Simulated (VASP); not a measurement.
# Li31Se16 (a cell with a defect) in VASP: single point with PBE

Aim: the single point of Li31Se16 (a cell with a defect) with PBE.

Program: VASP 6.6.1. These are calculated values, not measurements. Logs are shortened: lines on timing, memory, paths and dates and some standing lists are left out, and cuts for length are marked.

## (1) The cell of the first run

The cell holds a defect, 47 atoms: a = 10.403 Å, b = 10.403 Å, c = 10.403 Å, α = 109.47°, β = 109.47°, γ = 109.47°.

## (2) Single point, PBE, collinear spin (atoms taken out, then relaxed in part)

INCAR

```
SYSTEM = Li31Se16
PREC = Accurate
ENCUT = 650
EDIFF = 1E-6
ISMEAR = 0
SIGMA = 0.01
LREAL = Auto
LASPH = .True.
NELM = 200
ALGO = Normal
ISIF = 2
LWAVE = .False.
LCHARG = .False.
ISPIN = 2
MAGMOM = 0 0 0 0 0 0 0 0 0 0 0 0 0 0 0 0 0.1 0 0.1 0.1 0 0.1 0 0 0 0 0 0 0 0.1 0.1 0.1 0 0 0 0 0 0 0 0 0.1 0 0 0 0.1 0.1 0
LORBIT = 11
GGA = PE
NBANDS = 128
GGA_COMPAT = .False.
KPAR = 2
NCORE = 2
```

KPOINTS

```
Automatic mesh
0
Gamma
  2 2 2
  0.5 0.5 0.5
```

POSCAR

```
Li31Se16
1.0
   -6.0061205977     -6.0061205977      6.0061205977
    6.0061205977     -6.0061205977     -6.0061205977
    6.0061205977      6.0061205977      6.0061205977
Li Se
31 16
Direct
    0.0025352414      0.7500000000      0.0033967200
    0.5033967200      0.5025352414      0.7500000000
    0.2500000000      0.5025352414      0.0033967200
   -0.0033967200      0.4966032800      0.2491385214
    0.7500000000      0.7500000000      0.2500000000
    0.5033967200      0.7500000000      0.5025352414
    0.0025352414      0.0033967200      0.7500000000
    0.7500000000      0.2500000000      0.7500000000
    0.4974647586      0.2508614786     -0.0025352414
    0.2500000000      0.2500000000      0.2500000000
   -0.0033967200      0.2491385214      0.4966032800
    0.7491385214      0.4966032800      0.4966032800
    0.7508614786     -0.0025352414     -0.0025352414
    0.4974647586     -0.0025352414      0.2508614786
    0.2500000000      0.0033967200      0.5025352414
    0.2500000000      0.7500000000      0.2555351721
    0.0124714613      0.7500000000      0.5124714613
    0.5000000000      0.5000000000      0.2500000000
    0.2500000000      0.5124714613      0.5124714613
    0.0124714613      0.5124714613      0.7500000000
    0.7555351721      0.7500000000      0.7500000000
    0.4875285387      0.7500000000     -0.0124714613
    0.0000000000      0.0000000000      0.2500000000
    0.7444648279      0.2444648279      0.2444648279
    0.5000000000      0.2500000000      0.5000000000
    0.2500000000      0.2555351721      0.7500000000
    0.0000000000      0.2500000000      0.0000000000
    0.7500000000      0.5000000000      0.0000000000
    0.7500000000      0.0000000000      0.5000000000
    0.4875285387     -0.0124714613      0.7500000000
    0.2500000000     -0.0124714613     -0.0124714613
   -0.0100572974      0.4899427026      0.4899427026
    0.7529485491      0.5001967479      0.7500000000
    0.2500000000      0.2529485491      0.5001967479
    0.0001967479      0.2529485491      0.7500000000
    0.7470514509      0.2470514509     -0.0027518011
    0.4998032521      0.5027518011     -0.0001967479
    0.2500000000      0.5001967479      0.2529485491
    0.7529485491      0.7500000000      0.5001967479
    0.4998032521     -0.0001967479      0.5027518011
    0.2500000000      0.0100572974      0.7500000000
    0.0027518011     -0.0001967479     -0.0001967479
    0.7470514509     -0.0027518011      0.2470514509
    0.4972481989      0.2470514509      0.2470514509
    0.5100572974      0.7500000000      0.7500000000
    0.2500000000      0.7500000000      0.0100572974
    0.0001967479      0.7500000000      0.2529485491
```

Potentials or basis: VASP PAW PBE potentials, release 64 (Li_sv, Se).

Launch:

```bash
$ cat potpaw_PBE.64/Li_sv/POTCAR potpaw_PBE.64/Se/POTCAR > POTCAR
$ mpirun -np 4 vasp_std > vasp.out
```

OUTCAR:

```text
SYSTEM = Li31Se16
   PREC = Accurate
   ENCUT = 650
   EDIFF = 1E-6
   ISMEAR = 0
   LREAL = Auto
   LASPH = .True.
   NELM = 200
   ISIF = 2
   ISPIN = 2
   LORBIT = 11
   GGA = PE

 ion  position               nearest neighbor table
   1  0.003  0.750  0.003-  46 2.55  47 2.60  33 2.61  42 2.61
   2  0.503  0.503  0.750-  45 2.55  33 2.60  34 2.61  37 2.61
   3  0.250  0.503  0.003-  46 2.55  38 2.60  35 2.61  37 2.61
   4  0.997  0.497  0.249-  32 2.55  36 2.60  38 2.61  47 2.61
   5  0.750  0.750  0.250-  39 2.59  47 2.59  37 2.59  43 2.59
   6  0.503  0.750  0.503-  45 2.55  39 2.60  38 2.61  40 2.61
[... 49 lines left out ...]
  45  0.510  0.750  0.750-   2 2.55   6 2.55  13 2.55  21 2.55  19 2.56  22 2.56  30 2.56
  46  0.250  0.750  0.010-   1 2.55   3 2.55  14 2.55  16 2.55  20 2.56  22 2.56  31 2.56
  47  0.000  0.750  0.253-  16 2.59   5 2.59   1 2.60  15 2.61   4 2.61  23 2.61  28 2.61  17 2.66

  LATTYP: Found a body centered cubic cell.
 ALAT       =    12.0122411954

  Lattice vectors:

 A1 = (  -6.0061205977,  -6.0061205977,   6.0061205977)
 A2 = (   6.0061205977,  -6.0061205977,  -6.0061205977)
 A3 = (   6.0061205977,   6.0061205977,   6.0061205977)

Analysis of symmetry for initial positions (statically):
=====================================================================
 Subroutine PRICEL returns:
 Original cell was already a primitive cell.

 Routine SETGRP: Setting up the symmetry group for a
 body centered cubic supercell.

 Subroutine GETGRP returns: Found 24 space group operations
 (whereof  2 operations were pure point group operations)
 out of a pool of 48 trial point group operations.

The static configuration has the point symmetry C_1h.
 The point group associated with its full space group is T_d .

Analysis of symmetry for dynamics (positions and initial velocities):
=====================================================================
 Subroutine PRICEL returns:
 Original cell was already a primitive cell.

 Routine SETGRP: Setting up the symmetry group for a
 body centered cubic supercell.

 Subroutine GETGRP returns: Found 24 space group operations
 (whereof  2 operations were pure point group operations)
 out of a pool of 48 trial point group operations.

The dynamic configuration has the point symmetry C_1h.
 The point group associated with its full space group is T_d .

Analysis of structural, dynamic, and magnetic symmetry:
=====================================================================
 Subroutine PRICEL returns:
 Original cell was already a primitive cell.

 Routine SETGRP: Setting up the symmetry group for a
 body centered cubic supercell.

 Subroutine GETGRP returns: Found 24 space group operations
 (whereof  2 operations were pure point group operations)
[... 216 lines left out ...]

  energy without entropy =     -173.11567027  energy(sigma->0) =     -173.11699545

 E-fermi :   0.7059     XC(G=0):  -8.2028

 val. band max:        0.6990314377   @ k =  -0.2500   0.2500   0.2500
 cond. band min:       0.7361256431   @ k =   0.2500   0.2500   0.2500
 fundamental gap:      0.0370942054
 Fermi energy:         0.7058717203

 spin component 1

 k-point     1 :       0.2500    0.2500    0.2500
  band No.  band energies     occupation
      1     -43.8913      1.00000
      2     -43.8913      1.00000
      3     -43.8913      1.00000
      4     -43.8909      1.00000
      5     -43.8909      1.00000
      6     -43.8909      1.00000
[... 207 lines left out ...]
    105       6.1720      0.00000
    106       6.1720      0.00000
 Fermi energy:         0.7058717203

 spin component 2

 k-point     1 :       0.2500    0.2500    0.2500
  band No.  band energies     occupation
      1     -43.8916      1.00000
      2     -43.8916      1.00000
      3     -43.8916      1.00000
      4     -43.8911      1.00000
      5     -43.8911      1.00000
      6     -43.8911      1.00000
[... 207 lines left out ...]
    105       6.1845      0.00000
    106       6.1845      0.00000
 [bands above 106 left out]

------------------------ aborting loop because EDIFF is reached ----------------------------------------

  FORCE on cell =-STRESS in cart. coord.  units (eV):
  Direction    XX          YY          ZZ          XY          YZ          ZX
  --------------------------------------------------------------------------------------
  -------------------------------------------------------------------------------------
  Total       -0.4912371     -0.4912371     -0.4912371      0.0000000      0.0000000     -0.0000000
  in kB       -0.9081542     -0.9081542     -0.9081542      0.0000000      0.0000000     -0.0000000
  external PRESSURE =      -0.9081542 kB  Pullay stress =       0.0000000 kB

 VOLUME and BASIS-vectors are now :
 -----------------------------------------------------------------------------
  energy-cutoff  :      650.00
  volume of cell :      866.65
      direct lattice vectors                 reciprocal lattice vectors
    -6.006120598 -6.006120598  6.006120598     0.000000000 -0.083248412  0.083248412
     6.006120598 -6.006120598 -6.006120598     0.083248412 -0.083248412  0.000000000
     6.006120598  6.006120598  6.006120598     0.083248412  0.000000000  0.083248412

 POSITION                                       TOTAL-FORCE (eV/Angst)
 -----------------------------------------------------------------------------------
      4.50976     -4.49942     -4.46896         0.011601      0.011601     -0.017176
      4.49942     -1.53716      4.50976        -0.011601      0.017176      0.011601
      1.53716     -4.49942     -1.49636        -0.017176      0.011601      0.011601
     -1.50670     -7.47202      4.49942        -0.011601     -0.017176     -0.011601
      1.50153     -7.50765      1.50153         0.000000     -0.000000      0.000000
      4.49942     -4.50976      1.53716        -0.011601     -0.011601     -0.017176
[... 39 lines left out ...]
      3.06347     -5.94572     -2.94265         0.004121      0.004121      0.004121
      6.02265     -2.98653     -2.98417         0.009046      0.009046     -0.005011
 -----------------------------------------------------------------------------------
    total drift:                                0.000012      0.000006     -0.000005

  FREE ENERGIE OF THE ION-ELECTRON SYSTEM (eV)
  ---------------------------------------------------
  free  energy   TOTEN  =      -173.1183206158 eV

  energy  without entropy=     -173.1156702743  energy(sigma->0) =     -173.11699545

 total charge

# of ion       s       p       d       tot
------------------------------------------
    1        2.020   0.053   0.000   2.073
    2        2.020   0.053   0.000   2.073
    3        2.020   0.053   0.000   2.073
    4        2.020   0.053   0.000   2.073
    5        2.019   0.052   0.000   2.072
    6        2.020   0.053   0.000   2.073
[... 39 lines left out ...]
   46        1.426   2.483   0.004   3.914
   47        1.422   2.488   0.004   3.915
--------------------------------------------------
tot         85.367  41.414   0.064 126.845

 magnetization (x)

# of ion       s       p       d       tot
------------------------------------------
    1       -0.000   0.000   0.000  -0.000
    2       -0.000   0.000   0.000  -0.000
    3       -0.000   0.000   0.000  -0.000
    4       -0.000   0.000   0.000  -0.000
    5       -0.000   0.000   0.000   0.000
    6       -0.000   0.000   0.000  -0.000
[... 39 lines left out ...]
   46        0.002   0.072   0.000   0.074
   47        0.001   0.024  -0.000   0.025
--------------------------------------------------
tot          0.010   0.590   0.000   0.600
```

Run time: 13 min. Hardware: 4 MPI ranks of AMD EPYC 7R43 (Zen 3), shared host; peak memory 1.1 GiB.

What came out:

- Free energy: -173.1183 eV
- Pressure: -0.1 GPa
- Largest force: 0.034 eV/Å
- Band gap on the k mesh: zero (filled and empty bands overlap)
- Net moment: 1.00 μB per cell
- Site moments: Li -0.00, +0.00 (each value once); Se +0.07, +0.03 (each value once) μB
- Valence electrons inside the program's atomic spheres: Li 2.07, 2.08 (each value once); Se 3.91, 3.92 (each value once)

Forces on the atoms (eV/Å):
```
Li   0.012  0.012 -0.017
Li  -0.012  0.017  0.012
Li  -0.017  0.012  0.012
Li  -0.012 -0.017 -0.012
Li   0.000  0.000  0.000
Li  -0.012 -0.012 -0.017
Li   0.012  0.017 -0.012
Li   0.000  0.000  0.000
Li   0.012 -0.012  0.017
Li   0.000  0.000  0.000
Li  -0.012  0.012  0.017
Li   0.017  0.012 -0.012
Li   0.017 -0.012  0.012
Li   0.012 -0.017  0.012
Li  -0.017 -0.012 -0.012
Li   0.019  0.019  0.019
Li   0.000  0.000 -0.019
Li   0.000  0.000  0.000
Li  -0.019  0.000  0.000
Li   0.000  0.019  0.000
Li  -0.019 -0.019  0.019
Li   0.000  0.000  0.019
Li   0.000  0.000  0.000
Li  -0.019  0.019 -0.019
Li   0.000  0.000  0.000
Li   0.019 -0.019 -0.019
Li   0.000  0.000  0.000
Li   0.000  0.000  0.000
Li   0.000  0.000  0.000
Li   0.000 -0.019  0.000
Li   0.019  0.000  0.000
Se  -0.004  0.004 -0.004
Se  -0.009  0.005  0.009
Se  -0.005 -0.009 -0.009
Se   0.009  0.005 -0.009
Se  -0.009 -0.005 -0.009
Se   0.009 -0.009  0.005
Se  -0.005  0.009  0.009
Se  -0.009 -0.009 -0.005
Se   0.009 -0.005  0.009
Se   0.004 -0.004 -0.004
Se   0.005 -0.009  0.009
Se  -0.009  0.009  0.005
Se   0.005  0.009 -0.009
Se  -0.004 -0.004  0.004
Se   0.004  0.004  0.004
Se   0.009  0.009 -0.005
```

Levels at points of the mesh, in eV from the Fermi level:
Spin up:
```csv
k point,band 92,band 93,band 94,band 95,band 96,band 97,band 98,band 99
"(0.25, 0.25, 0.25)",-0.13,-0.05,-0.05,-0.05,4.58,4.58,4.58,4.61
```
Spin down:
```tsv
k point	band 91	band 92	band 93	band 94	band 95	band 96
(0.25, 0.25, 0.25)	-0.10	-0.10	0.03	0.03	0.03	4.59
```

Caveat: the k points lie up to 0.37 Å⁻¹ apart; the cell differs from its parent crystal (atoms taken out, then relaxed in part).

The gap in the log of VASP goes by the Fermi energy; the results here count the filled bands.